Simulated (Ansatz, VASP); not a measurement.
Cu: VASP beside Ansatz

```
Cu
1.0
    -1.37065    1.37065    1.44489
     1.37065   -1.37065    1.44489
     1.37065    1.37065   -1.44489
Cu
1
Direct
  0.00000 0.00000 0.00000
```

Change from the starting cell: strain -0.050 along x and y, +0.050 along z, atoms carried along.

Alike in both runs: task single point; functional r2SCAN; k mesh 24 × 24 × 24; occupations gaussian, width 0.15 eV; no spin polarisation.

|  | VASP | Ansatz |
| --- | --- | --- |
| version | VASP 6.6.1 | Ansatz 0.2.0 |
| potentials or method | VASP PAW PBE potentials, release 64 (Cu), cutoff 520 eV | scalar-relativistic, plane waves, PAW |
| valence electrons in the cell | 11 | 19 |

Ansatz gave:

- gap on the k mesh at the Fermi level (eV): none
- pressure (GPa): 10.3
- traceless stress, the component that is largest in VASP (GPa): 0.54

What did VASP give for the same quantities?

gap on the k mesh at the Fermi level (eV): none; pressure (GPa): 11.0; traceless stress, the component that is largest in VASP (GPa): 0.57.

VASP's potentials were made for PBE, not for r2SCAN. A gap of «none» marks a metal or a gap that the smearing closes. The functional is the same, so the differences come from potentials, cutoffs and numerics. VASP's potentials hold 11 valence electrons a cell and Ansatz's 19, so a difference there can come from the potentials and not from the codes.
